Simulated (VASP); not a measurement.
# SiO2 (I-42d) in VASP: further runs

SiO2 is run at these levels: PBE; tasks: electric field gradients.

Program: VASP 6.6.1. These are calculated values, not measurements. Logs are shortened: lines on timing, memory, paths and dates and some standing lists are left out, and cuts for length are marked.

**1. The cell of the first run**

It takes space group I-42d (No. 122, tetragonal). The conventional cell has a = 4.891 Å, b = 4.891 Å, c = 7.488 Å, α = 90.00°, β = 90.00°, γ = 90.00°. Si (site symmetry -4) has 4 O at 1.65 Å within 2.2 Å. Within 2.2 Å of O (site symmetry 2) lie 2 Si at 1.65 Å.

**2. Electric field gradients, PBE (equal xx and yy strain of +3 %)**

Contents of INCAR:

```
PREC = Accurate
ENCUT = 520
EDIFF = 1E-8
ISMEAR = -1
SIGMA = 0.03
LREAL = F
LASPH = T
NELM = 80
ALGO = Normal
ISIF = 2
LWAVE = F
LCHARG = F
GGA = PE
LEFG = T
NBANDS = 25
```

Contents of KPOINTS:

```
Automatic mesh
0
Gamma
  7 7 7
```

Contents of POSCAR:

```
SiO2
1.0
   -2.4452715000      2.4452715000      3.7440000000
    2.4452715000     -2.4452715000      3.7440000000
    2.4452715000      2.4452715000     -3.7440000000
Si O
2 4
Direct
    0.0000000000      0.0000000000      0.0000000000
    0.7500000000      0.2500000000      0.5000000000
    0.9983800000      0.6250000000      0.8733800000
    0.3750000000      0.2483800000      0.3733800000
    0.7516200000      0.1250000000      0.1266200000
    0.8750000000      0.0016200000      0.6266200000
```

Potentials or basis: VASP PAW PBE potentials, release 64 (Si, O).

Run with:

```
$ cat potpaw_PBE.64/Si/POTCAR potpaw_PBE.64/O/POTCAR > POTCAR
$ mpirun -np 1 vasp_std > vasp.out
```

OUTCAR:

```text
PREC = Accurate
   ENCUT = 520
   EDIFF = 1E-8
   ISMEAR = -1
   LREAL = F
   LASPH = T
   NELM = 80
   ISIF = 2
   GGA = PE

 ion  position               nearest neighbor table
   1  0.000  0.000  0.000-   3 1.65   4 1.65   6 1.65   5 1.65   2 3.08   2 3.08   2 3.08   2 3.08

   2  0.750  0.250  0.500-   4 1.65   3 1.65   5 1.65   6 1.65   1 3.08   1 3.08   1 3.08   1 3.08

   3  0.998  0.625  0.873-   1 1.65   2 1.65
   4  0.375  0.248  0.373-   2 1.65   1 1.65
   5  0.752  0.125  0.127-   2 1.65   1 1.65
   6  0.875  0.002  0.627-   1 1.65   2 1.65

  LATTYP: Found a body centered tetragonal cell.
 ALAT       =     4.8905430000
 C/A-ratio  =     1.5311183237

  Lattice vectors:

 A1 = (  -2.4452715000,   2.4452715000,   3.7440000000)
 A2 = (   2.4452715000,  -2.4452715000,   3.7440000000)
 A3 = (   2.4452715000,   2.4452715000,  -3.7440000000)

Analysis of symmetry for initial positions (statically):
=====================================================================
 Subroutine PRICEL returns:
 Original cell was already a primitive cell.

 Routine SETGRP: Setting up the symmetry group for a
 body centered tetragonal supercell.

 Subroutine GETGRP returns: Found  8 space group operations
 (whereof  4 operations were pure point group operations)
 out of a pool of 16 trial point group operations.

The static configuration has the point symmetry S_4 .
 The point group associated with its full space group is D_2d.

Analysis of symmetry for dynamics (positions and initial velocities):
=====================================================================
 Subroutine PRICEL returns:
 Original cell was already a primitive cell.

 Routine SETGRP: Setting up the symmetry group for a
 body centered tetragonal supercell.

 Subroutine GETGRP returns: Found  8 space group operations
 (whereof  4 operations were pure point group operations)
 out of a pool of 16 trial point group operations.

The dynamic configuration has the point symmetry S_4 .
 The point group associated with its full space group is D_2d.

 Subroutine INISYM returns: Found  8 space group operations
 (whereof  4 operations are pure point group operations),
 and found     1 'primitive' translations

----------------------------------------------------------------------------------------

                                     Primitive cell

  volume of cell :      89.5468

  direct lattice vectors                    reciprocal lattice vectors
    -2.445271500  2.445271500  3.744000000     0.000000000  0.204476272  0.133547009
     2.445271500 -2.445271500  3.744000000     0.204476272  0.000000000  0.133547009
     2.445271500  2.445271500 -3.744000000     0.204476272  0.204476272  0.000000000

  length of vectors
     5.096689260  5.096689260  5.096689260     0.244223974  0.244223974  0.289173117

  position of ions in fractional coordinates (direct lattice)
     0.000000000  0.000000000  0.000000000
     0.750000000  0.250000000  0.500000000
     0.998380000  0.625000000  0.873380000
     0.375000000  0.248380000  0.373380000
     0.751620000  0.125000000  0.126620000
     0.875000000  0.001620000  0.626620000

  ion indices of the primitive-cell ions
   primitive index   ion index
                 1           1
                 2           2
                 3           3
                 4           4
                 5           5
                 6           6

----------------------------------------------------------------------------------------

 KPOINTS: Automatic mesh

Automatic generation of k-mesh.
 Grid dimensions read from file:
 generate k-points for:    7    7    7

 Generating k-lattice:

  Cartesian coordinates                     Fractional coordinates (reciprocal lattice)
     0.000000000  0.029210896  0.019078144     0.142857143  0.000000000  0.000000000
     0.029210896  0.000000000  0.019078144     0.000000000  0.142857143  0.000000000
     0.029210896  0.029210896  0.000000000     0.000000000  0.000000000  0.142857143

  Length of vectors
     0.034889139  0.034889139  0.041310445

  Shift w.r.t. Gamma in fractional coordinates (k-lattice)
     0.000000000  0.000000000  0.000000000

 Subroutine IBZKPT returns following result:
 ===========================================

 Found     40 irreducible k-points:

 Following reciprocal coordinates:
            Coordinates               Weight
  0.000000  0.000000  0.000000      1.000000
  0.142857  0.000000 -0.000000      8.000000
  0.285714  0.000000  0.000000      8.000000
  0.428571  0.000000 -0.000000      8.000000
  0.142857  0.142857 -0.000000      8.000000
  0.285714  0.142857 -0.000000     16.000000
[... 16 lines left out ...]
 -0.142857  0.285714  0.142857      8.000000
 -0.428571  0.428571  0.142857      8.000000
 [... further k-points ...]
   k-points           NKPTS =     40   k-points in BZ     NKDIM =     40   number of bands    NBANDS=     25
   number of dos      NEDOS =    301   number of ions     NIONS =      6
   total plane-waves  NPLWV =  64000
   dimension x,y,z NGX =    40 NGY =   40 NGZ =   40
   dimension x,y,z NGXF=    80 NGYF=   80 NGZF=   80
   ions per type =               2   4
   NGX,Y,Z   is equivalent  to a cutoff of  13.05, 13.05, 13.05 a.u.
   NGXF,Y,Z  is equivalent  to a cutoff of  26.09, 26.09, 26.09 a.u.
 SYSTEM =  unknown system
   PREC   = accura    normal or accurate (medium, high low for compatibility)
   ISTART =      0    job   : 0-new  1-cont  2-samecut
   ICHARG =      2    charge: 1-file 2-atom 10-const
   ISPIN  =      1    spin polarized calculation?
   LNONCOLLINEAR =      F non collinear calculations
   LSORBIT =      F    spin-orbit coupling
   LASPH  =      T    aspherical Exc in radial PAW
   ENCUT  =  520.0 eV  38.22 Ry    6.18 a.u.   9.48  9.48  9.48*2*pi/ulx,y,z
   NELM   =     80;   NELMIN=  2; NELMDL= -5     # of ELM steps
   EDIFF  = 0.1E-07   stopping-criterion for ELM
   LREAL  =      F    real-space projection
   EDIFFG = 0.1E-06   stopping-criterion for IOM
   NSW    =      0    number of steps for IOM
   IBRION =     -1    ionic relax: 0-MD 1-quasi-New 2-CG
   NFREE  =      0    steps in history (QN), initial steepest desc. (CG)
   ISIF   =      2    stress and relaxation
   ISYM   =      2    0-nonsym 1-usesym 2-fastsym
   POTIM  = 0.5000    time-step for ionic-motion
   TEBEG  =    0.0;   TEEND  =   0.0 temperature during run
   PSTRESS=    0.0 pullay stress
   NELECT =      32.0000    total number of electrons
   NUPDOWN=      -1.0000    fix difference up-down
   EMIN   =  10.00;   EMAX   =-10.00  energy-range for DOS
   EFERMI =   0.00;   METHOD = LEGACY
   ISMEAR =    -1;   SIGMA  =   0.03  broadening in eV -4-tet -1-fermi 0-gaus
   EFERMI_NEDOS =   21; number of points for ismear=-14 and -15
   IALGO  =     38    algorithm
   IMIX   =      4    mixing-type and parameters
     AMIX     =   0.40;   BMIX     =  1.00
     AMIX_MAG =   1.60;   BMIX_MAG =  1.00
  volume/ion in A,a.u.               =      14.92       100.72
  Fermi-wavevector in a.u.,A,eV,Ry     =   1.161738  2.195366 18.362898  1.349635
  Thomas-Fermi vector in A             =   2.298307
   LORBIT       =      0    0 simple, 1 ext, 2 COOP (PROOUT), +10 PAW based schemes
   GGA     = PE    functional components
   LHFCALC =     F    Hartree Fock is set to
   AEXX    =    0.0000 exact exchange contribution
   IVDW    =     0    specifies the selected vdW correction
   LEPSILON=     F    determine dielectric tensor
   LRPA    =     F    only Hartree local field effects (RPA)
 non-spin polarized calculation
  energy-cutoff  :      520.00
  volume of cell :       89.55
 maximum number of plane-waves:      2431
 NGX is ok and might be reduce to    40
   NGX = 19   NGY = 19   NGZ = 19

 number of electron      32.0000005 magnetization

 Free energy of the ion-electron system (eV)
  ---------------------------------------------------
  ext. energy  EPLUGINS =         0.00000000
  ---------------------------------------------------
  free energy    TOTEN  =       -47.37316964 eV

  energy without entropy =      -47.37316964  energy(sigma->0) =      -47.37316964

 E-fermi :   0.1912     XC(G=0):  -8.3130

 val. band max:       -0.5283429638   @ k =   0.0000   0.0000   0.0000
 cond. band min:       5.1270716116   @ k =   0.0000   0.0000   0.0000
 fundamental gap:      5.6554145755
 Fermi energy:         0.1912118098

 k-point     1 :       0.0000    0.0000    0.0000
  band No.  band energies     occupation
      1     -19.3116      2.00000
      2     -17.3686      2.00000
      3     -17.3686      2.00000
      4     -17.3120      2.00000
      5      -9.1378      2.00000
      6      -5.6363      2.00000
[... 17 lines left out ...]
     24      12.8884      0.00000
     25      12.9590      0.00000

 k-point     2 :       0.1429    0.0000   -0.0000
  band No.  band energies     occupation
      1     -19.2518      2.00000
      2     -17.4504      2.00000
      3     -17.3731      2.00000
      4     -17.3295      2.00000
      5      -8.9980      2.00000
      6      -5.6922      2.00000
[... 17 lines left out ...]
     24      12.4052      0.00000
     25      12.9864      0.00000

 k-point     3 :       0.2857    0.0000    0.0000
  band No.  band energies     occupation
      1     -19.0918      2.00000
      2     -17.6848      2.00000
      3     -17.3810      2.00000
      4     -17.3437      2.00000
      5      -8.6480      2.00000
      6      -5.8986      2.00000
[... 552 lines left out ...]
 k-point    23 :      -0.1429    0.2857    0.1429
  band No.  band energies     occupation
      1     -18.9756      2.00000
      2     -17.8383      2.00000
      3     -17.3918      2.00000
      4     -17.3479      2.00000
      5      -8.4100      2.00000
      6      -6.1316      2.00000
[... 17 lines left out ...]
     24      11.6139      0.00000
     25      12.9929      0.00000

 k-point    24 :      -0.4286    0.4286    0.1429
  band No.  band energies     occupation
      1     -18.6206      2.00000
      2     -18.2425      2.00000
      3     -17.3987      2.00000
      4     -17.3836      2.00000
      5      -7.6875      2.00000
      6      -6.9622      2.00000
[... 17 lines left out ...]
     24      11.8574      0.00000
     25      12.2810      0.00000

 [... further k-points ...]

------------------------ aborting loop because EDIFF is reached ----------------------------------------

  FORCE on cell =-STRESS in cart. coord.  units (eV):
  Direction    XX          YY          ZZ          XY          YZ          ZX
  --------------------------------------------------------------------------------------
  -------------------------------------------------------------------------------------
  Total       -3.0045088     -3.0045088     -3.1747574      0.0000000     -0.0000000      0.0000000
  in kB      -53.7568797    -53.7568797    -56.8029795      0.0000000     -0.0000000      0.0000000
  external PRESSURE =     -54.7722463 kB  Pullay stress =       0.0000000 kB

 VOLUME and BASIS-vectors are now :
 -----------------------------------------------------------------------------
  energy-cutoff  :      520.00
  volume of cell :       89.55
      direct lattice vectors                 reciprocal lattice vectors
    -2.445271500  2.445271500  3.744000000     0.000000000  0.204476272  0.133547009
     2.445271500 -2.445271500  3.744000000     0.204476272  0.000000000  0.133547009
     2.445271500  2.445271500 -3.744000000     0.204476272  0.204476272  0.000000000

 POSITION                                       TOTAL-FORCE (eV/Angst)
 -----------------------------------------------------------------------------------
      0.00000      0.00000      0.00000        -0.000000     -0.000000      0.000000
      0.00000      2.44527      1.87200        -0.000000     -0.000000     -0.000000
      1.22264      3.04867      2.80800        -0.000000     -0.606309      0.000000
      0.60340      1.22264      0.93600        -0.606309     -0.000000      0.000000
     -1.22264      1.84188      2.80800        -0.000000      0.606309      0.000000
     -0.60340      3.66791      0.93600         0.606309     -0.000000      0.000000
 -----------------------------------------------------------------------------------
    total drift:                               -0.000000     -0.000000     -0.000000

  FREE ENERGIE OF THE ION-ELECTRON SYSTEM (eV)
  ---------------------------------------------------
  free  energy   TOTEN  =       -47.3731696404 eV

  energy  without entropy=      -47.3731696404  energy(sigma->0) =      -47.37316964

 Electric field gradients (V/A^2)
---------------------------------------------------------------------
 ion       V_xx      V_yy      V_zz      V_xy      V_xz      V_yz
---------------------------------------------------------------------
   1       1.210     1.209    -2.419    -0.000    -0.000    -0.000
   2       1.209     1.210    -2.419    -0.000    -0.000    -0.000
   3      35.530   -31.260    -4.271     0.003    75.829     0.002
   4     -31.260    35.530    -4.271     0.003     0.002    75.829
   5      35.531   -31.260    -4.270     0.003   -75.825     0.002
   6     -31.260    35.531    -4.270     0.003     0.002   -75.825
---------------------------------------------------------------------

 Electric field gradients after diagonalization (V/A^2)
 (convention: |V_zz| > |V_xx| > |V_yy|)
----------------------------------------------------------------------
 ion       V_xx      V_yy      V_zz     asymmetry (V_yy - V_xx)/ V_zz
----------------------------------------------------------------------
   1       1.210     1.209    -2.419       0.000
   2       1.210     1.209    -2.419       0.000
   3     -62.768   -31.260    94.027       0.335
   4     -62.768   -31.260    94.027       0.335
   5     -62.763   -31.260    94.023       0.335
   6     -62.763   -31.260    94.023       0.335
----------------------------------------------------------------------

           NMR quadrupolar parameters

 Cq : quadrupolar parameter    Cq=e*Q*V_zz/h
 eta: asymmetry parameters     (V_yy - V_xx)/ V_zz
 Q  : nuclear electric quadrupole moment in mb (millibarn)
----------------------------------------------------------------------
 ion       Cq(MHz)       eta       Q (mb)
----------------------------------------------------------------------
   1      -0.006       0.000       1.000
   2      -0.006       0.000       1.000
   3       0.227       0.335       1.000
   4       0.227       0.335       1.000
   5       0.227       0.335       1.000
   6       0.227       0.335       1.000
----------------------------------------------------------------------
```

It took 68 s on 1 thread of Intel Xeon Platinum 8488C (Sapphire Rapids), shared host; peak memory 0.25 GiB.

Results:

* Free energy: -47.3732 eV
* Pressure: -5.5 GPa
* Largest force: 0.606 eV/Å
* Band gap on the k mesh: 5.66 eV
* Largest electric field gradient by atom: Si -2.4; O +94.0 V/Å²

Forces in eV/Å, atoms in the order of the input:
```
Si   0.000  0.000  0.000
Si   0.000  0.000  0.000
O    0.000 -0.606  0.000
O   -0.606  0.000  0.000
O    0.000  0.606  0.000
O    0.606  0.000  0.000
```

Levels at points of the mesh, in eV from the valence-band top:
```
           k point  band 12  band 13  band 14  band 15  band 16  band 17  band 18  band 19  band 20  band 21
(0.00, 0.00, 0.00)    -1.26    -1.19    -1.03     0.00     0.00     5.66     8.50    10.79    10.94    10.94
```

Electric field gradients, principal values (V/Å²):
```csv
atom,least,middle,greatest (by size)
1 Si,1.209,1.210,-2.419
2 Si,1.209,1.210,-2.419
3 O,-31.260,-62.768,94.027
4 O,-31.260,-62.768,94.027
5 O,-31.260,-62.763,94.023
6 O,-31.260,-62.763,94.023
```

Caveat: the cell differs from its parent crystal (equal xx and yy strain of +3 %); the cell stands under tension; without QUAD_EFG the Cq values of the log hold for a quadrupole moment of 1 mb, not for the nuclei; an odd mesh through Γ misses points on the zone boundary, where band edges can lie.

(Part 1 of 2 ends here.)
